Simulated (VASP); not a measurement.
# AgBr (Fm-3m) in VASP: further runs, part 2 of 3

VASP 6.6.1. The steps go on from the part before.

**3. Single point, PBEsol**

Contents of INCAR:

```
  ALGO = Normal
  EDIFF = 1E-6
  ENCUT = 500
  GGA = PS
  GGA_COMPAT = F
  ISIF = 2
  ISMEAR = 0
  LASPH = T
  LCHARG = T
  LELF = T
  LREAL = F
  LVHAR = T
  LWAVE = F
  NBANDS = 16
  NELM = 120
  PREC = Accurate
  SIGMA = 0.01
```

Contents of KPOINTS:

```
k-points
0
Gamma
  6 6 6
```

Contents of POSCAR:

```
AgBr
1.0
    0.0000000000      2.8927333262      2.8927333262
    2.8927333262      0.0000000000      2.8927333262
    2.8927333262      2.8927333262      0.0000000000
Ag Br
1 1
Direct
    0.0000000000      0.0000000000      0.0000000000
    0.5000000000      0.5000000000      0.5000000000
```

Potentials or basis: VASP PAW PBE potentials, release 64 (Ag, Br).

Run with:

```bash
cat potpaw_PBE.64/Ag/POTCAR potpaw_PBE.64/Br/POTCAR > POTCAR
mpirun -np 1 vasp_std > vasp.out
```

OUTCAR:

```text
EDIFF = 1E-6
   ENCUT = 500
   GGA = PS
   ISIF = 2
   ISMEAR = 0
   LASPH = T
   LREAL = F
   NELM = 120
   PREC = Accurate

 ion  position               nearest neighbor table
   1  0.000  0.000  0.000-   2 2.89   2 2.89   2 2.89   2 2.89   2 2.89   2 2.89
   2  0.500  0.500  0.500-   1 2.89   1 2.89   1 2.89   1 2.89   1 2.89   1 2.89

  LATTYP: Found a face centered cubic cell.
 ALAT       =     5.7854666524

  Lattice vectors:

 A1 = (   0.0000000000,   2.8927333262,   2.8927333262)
 A2 = (   2.8927333262,   0.0000000000,   2.8927333262)
 A3 = (   2.8927333262,   2.8927333262,   0.0000000000)

Analysis of symmetry for initial positions (statically):
=====================================================================
 Subroutine PRICEL returns:
 Original cell was already a primitive cell.

 Routine SETGRP: Setting up the symmetry group for a
 face centered cubic supercell.

 Subroutine GETGRP returns: Found 48 space group operations
 (whereof 48 operations were pure point group operations)
 out of a pool of 48 trial point group operations.

The static configuration has the point symmetry O_h .

Analysis of symmetry for dynamics (positions and initial velocities):
=====================================================================
 Subroutine PRICEL returns:
 Original cell was already a primitive cell.

 Routine SETGRP: Setting up the symmetry group for a
 face centered cubic supercell.

 Subroutine GETGRP returns: Found 48 space group operations
 (whereof 48 operations were pure point group operations)
 out of a pool of 48 trial point group operations.

The dynamic configuration has the point symmetry O_h .

 Subroutine INISYM returns: Found 48 space group operations
 (whereof 48 operations are pure point group operations),
 and found     1 'primitive' translations

[... 99 lines left out ...]
   EFERMI =   0.00;   METHOD = LEGACY
   ISMEAR =     0;   SIGMA  =   0.01  broadening in eV -4-tet -1-fermi 0-gaus
   EFERMI_NEDOS =   21; number of points for ismear=-14 and -15
   IALGO  =     38    algorithm
   IMIX   =      4    mixing-type and parameters
     AMIX     =   0.40;   BMIX     =  1.00
     AMIX_MAG =   1.60;   BMIX_MAG =  1.00
  volume/ion in A,a.u.               =      24.21       163.35
  Fermi-wavevector in a.u.,A,eV,Ry     =   1.177192  2.224570 18.854692  1.385781
  Thomas-Fermi vector in A             =   2.313543
   LORBIT       =      0    0 simple, 1 ext, 2 COOP (PROOUT), +10 PAW based schemes
   GGA     = PS    functional components
   LHFCALC =     F    Hartree Fock is set to
   AEXX    =    0.0000 exact exchange contribution
   IVDW    =     0    specifies the selected vdW correction
   LEPSILON=     F    determine dielectric tensor
   LRPA    =     F    only Hartree local field effects (RPA)
 non-spin polarized calculation
 Gauss-broadening in eV      SIGMA  =   0.01
  energy-cutoff  :      500.00
  volume of cell :       48.41
 maximum number of plane-waves:      1247
 NGX is ok and might be reduce to    30
   NGX = 15   NGY = 15   NGZ = 15

 number of electron      18.0000004 magnetization

 Free energy of the ion-electron system (eV)
  ---------------------------------------------------
  ext. energy  EPLUGINS =         0.00000000
  ---------------------------------------------------
  free energy    TOTEN  =        -5.67319923 eV

  energy without entropy =       -5.67319923  energy(sigma->0) =       -5.67319923

 E-fermi :   3.2815     XC(G=0):  -9.9681

 val. band max:        3.2149224834   @ k =   0.5000   0.0000   0.0000
 cond. band min:       3.7239771686   @ k =   0.0000   0.0000   0.0000
 fundamental gap:      0.5090546851
 Fermi energy:         3.2815420168

 k-point     1 :       0.0000    0.0000    0.0000
  band No.  band energies     occupation
      1     -11.7467      2.00000
      2       0.4911      2.00000
      3       0.4911      2.00000
      4       0.4924      2.00000
      5       0.4924      2.00000
      6       0.4924      2.00000
[... 281 lines left out ...]
      3      -0.6839      2.00000
      4      -0.3656      2.00000
      5       0.8848      2.00000
      6       0.8898      2.00000
[... 8 lines left out ...]
     15      16.7064      0.00000
     16      17.9963      0.00000

------------------------ aborting loop because EDIFF is reached ----------------------------------------

  FORCE on cell =-STRESS in cart. coord.  units (eV):
  Direction    XX          YY          ZZ          XY          YZ          ZX
  --------------------------------------------------------------------------------------
  -------------------------------------------------------------------------------------
  Total       -0.7875531     -0.7875531     -0.7875531     -0.0000000      0.0000000     -0.0000000
  in kB      -26.0636496    -26.0636496    -26.0636496     -0.0000000      0.0000000     -0.0000000
  external PRESSURE =     -26.0636496 kB  Pullay stress =       0.0000000 kB

 VOLUME and BASIS-vectors are now :
 -----------------------------------------------------------------------------
  energy-cutoff  :      500.00
  volume of cell :       48.41
      direct lattice vectors                 reciprocal lattice vectors
     0.000000000  2.892733326  2.892733326    -0.172846904  0.172846904  0.172846904
     2.892733326  0.000000000  2.892733326     0.172846904 -0.172846904  0.172846904
     2.892733326  2.892733326  0.000000000     0.172846904  0.172846904 -0.172846904

 POSITION                                       TOTAL-FORCE (eV/Angst)
 -----------------------------------------------------------------------------------
      0.00000      0.00000      0.00000        -0.000000      0.000000     -0.000000
      2.89273      2.89273      2.89273         0.000000     -0.000000      0.000000
 -----------------------------------------------------------------------------------
    total drift:                               -0.000000      0.000000      0.000000

  FREE ENERGIE OF THE ION-ELECTRON SYSTEM (eV)
  ---------------------------------------------------
  free  energy   TOTEN  =        -5.6731992309 eV

  energy  without entropy=       -5.6731992309  energy(sigma->0) =       -5.67319923
```

OSZICAR:

```text
N       E                     dE             d eps       ncg     rms          rms(c)
DAV:   1     0.940022112077E+02    0.94002E+02   -0.80215E+03   520   0.955E+02
DAV:   2    -0.258035999948E+01   -0.96583E+02   -0.88981E+02   632   0.210E+02
DAV:   3    -0.578685987981E+01   -0.32065E+01   -0.31997E+01   632   0.402E+01
DAV:   4    -0.580351806466E+01   -0.16658E-01   -0.16657E-01   608   0.311E+00
DAV:   5    -0.580368327112E+01   -0.16521E-03   -0.16521E-03   664   0.305E-01    0.590E+00
DAV:   6    -0.567717754812E+01    0.12651E+00   -0.26465E-01   624   0.696E+00    0.387E+00
DAV:   7    -0.567393685274E+01    0.32407E-02   -0.45355E-02   552   0.142E+00    0.168E+00
DAV:   8    -0.567322935708E+01    0.70750E-03   -0.33604E-03   632   0.571E-01    0.259E-01
DAV:   9    -0.567319002727E+01    0.39330E-04   -0.36316E-04   616   0.237E-01    0.421E-02
DAV:  10    -0.567319614220E+01   -0.61149E-05   -0.24208E-05   616   0.698E-02    0.196E-02
DAV:  11    -0.567319955098E+01   -0.34088E-05   -0.73277E-06   576   0.215E-02    0.578E-03
DAV:  12    -0.567319923085E+01    0.32013E-06   -0.55907E-07   352   0.729E-03
   1 F= -.56731992E+01 E0= -.56731992E+01  d E =-.111008E-22
```

stdout:

```text
POSCAR found type information on POSCAR AgBr
 POSCAR found :  2 types and       2 ions
 scaLAPACK will be used
 -----------------------------------------------------------------------------
|                                                                             |
|                                                                             |
|     You enforced a specific xc type in the INCAR file but a different       |
|     I HOPE YOU KNOW WHAT YOU ARE DOING!                                     |
|                                                                             |
 -----------------------------------------------------------------------------

 LDA part: xc-table for (Slater+PW92), standard interpolation
 POSCAR, INCAR and KPOINTS ok, starting setup
 FFT: planning ... GRIDC
 FFT: planning ... GRID_SOFT
 FFT: planning ... GRID
 WAVECAR not read
 entering main loop
```

Wall time 27 s (1 thread of Intel Xeon 8259CL, shared host); peak memory 0.17 GiB.

What came out:

| Quantity | Value |
| --- | --- |
| Free energy | -5.6732 eV |
| Pressure | -2.6 GPa |
| Band gap on the k mesh | 0.51 eV (least direct gap 2.37 eV) |

Levels at points of the mesh, in eV from the valence-band top:
```
           k point  band 5  band 6  band 7  band 8  band 9  band 10  band 11  band 12  band 13  band 14
(0.00, 0.00, 0.00)   -2.72   -2.72   -1.86   -1.86   -1.86     0.51     9.81     9.81     9.81    10.94
(0.50, 0.00, 0.00)   -2.43   -2.43   -2.10    0.00    0.00     3.61     6.37     6.68     6.68    11.97
(0.50, 0.50, 0.00)   -2.75   -2.57   -2.33   -2.33   -2.25     1.52     6.94     8.81    10.79    10.79
```

Caveat: the PAW data sets were made with another functional, which shifts forces and pressure a little.

**4. Single point, HSE06**

POSCAR is that of step 3.

Contents of INCAR.step1:

```
  PREC = Accurate
  ENCUT = 400
  EDIFF = 1E-5
  ISMEAR = 0
  SIGMA = 0.01
  LREAL = F
  LASPH = T
  NELM = 120
  ALGO = Normal
  ISIF = 2
  LWAVE = T
  GGA = PE
  NBANDS = 16
  GGA_COMPAT = F
```

Contents of INCAR.step2:

```
  PREC = Accurate
  ENCUT = 400
  EDIFF = 1E-6
  ISMEAR = 0
  SIGMA = 0.01
  LREAL = F
  LASPH = T
  NELM = 120
  ALGO = Normal
  ISIF = 2
  LWAVE = F
  LCHARG = T
  GGA = PE
  LHFCALC = T
  HFSCREEN = 0.2079
  PRECFOCK = Normal
  LELF = T
  LVHAR = T
  ISTART = 1
  NBANDS = 16
  GGA_COMPAT = F
```

Contents of KPOINTS:

```
regular mesh
0
Gamma
  4 4 4
```

Run with:

```bash
cat potpaw_PBE.64/Ag/POTCAR potpaw_PBE.64/Br/POTCAR > POTCAR
cp INCAR.step1 INCAR
mpirun -np 1 vasp_std > vasp.out
cp INCAR.step2 INCAR
mpirun -np 1 vasp_std > vasp.out
```

Run time: 11 min. Hardware: 1 thread of Intel Xeon 8259CL, shared host; peak memory 0.28 GiB.

The run converged. Its results:

| Property | Result |
| --- | --- |
| Free energy | -6.0846 eV |
| Pressure | 0.8 GPa |
| Band gap on the k mesh | 2.02 eV (least direct gap 3.77 eV) |

Levels at points of the mesh, in eV from the valence-band top:
| k point | band 6 | band 7 | band 8 | band 9 | band 10 | band 11 | band 12 | band 13 |
| --- | --- | --- | --- | --- | --- | --- | --- | --- |
| (0.00, 0.00, 0.00) | -3.22 | -1.75 | -1.75 | -1.75 | 2.02 | 11.31 | 11.31 | 11.31 |
| (0.50, 0.00, 0.00) | -2.94 | -2.46 | 0.00 | 0.00 | 5.03 | 8.23 | 8.23 | 8.25 |
| (0.50, 0.50, 0.00) | -2.84 | -2.76 | -2.69 | -2.69 | 3.08 | 8.29 | 10.53 | 12.68 |

Caveat: the k points lie up to 0.47 Å⁻¹ apart; the PAW data sets were made with another functional, which shifts forces and pressure a little. A k mesh can miss the band edges.

[end of part 2 of 3]
